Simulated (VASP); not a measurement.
TiO, 2 atoms in the cell. Symmetry: P-6m2, No. 187, hexagonal system. Conventional cell: a = 2.882 Å, b = 2.882 Å, c = 2.682 Å, α = 90.00°, β = 90.00°, γ = 120.00°. Ti (site symmetry -6m2) has 6 O at 2.14 Å and 2 Ti at 2.68 Å within 2.8 Å. Within 2.8 Å of O (site symmetry -6m2) lie 6 Ti at 2.14 Å and 2 O at 2.68 Å. 

| Quantity | Value |
| --- | --- |
| Program | VASP 6.6.1 |
| Task | single point |
| Functional | PBEsol |
| Potentials or basis | VASP PAW PBE potentials, release 64 (Ti_sv, O) |
| Cutoff | 520 eV |
| k mesh | 18 × 18 × 16 |
| Occupations | gaussian, width 0.15 eV |
| Spin | no spin polarisation |
| Dipole correction | no |
| Further INCAR settings | ALGO = Normal; EDIFF = 1e-06; NBANDS = 16 |

Potentials or basis: VASP PAW PBE potentials, release 64 (Ti_sv, O).

Command:

```console
$ cat potpaw_PBE.64/Ti_sv/POTCAR potpaw_PBE.64/O/POTCAR > POTCAR
$ mpirun -np 1 vasp_std > vasp.out
```

Hardware: 1 thread of AMD EPYC 7R13, with other jobs on the host.

Estimate the wall time of this run.

It took 3.2 min on 1 thread of AMD EPYC 7R13, with other jobs on the host, peak memory 0.19 GiB. Counts: scf iterations 14, k points 333.
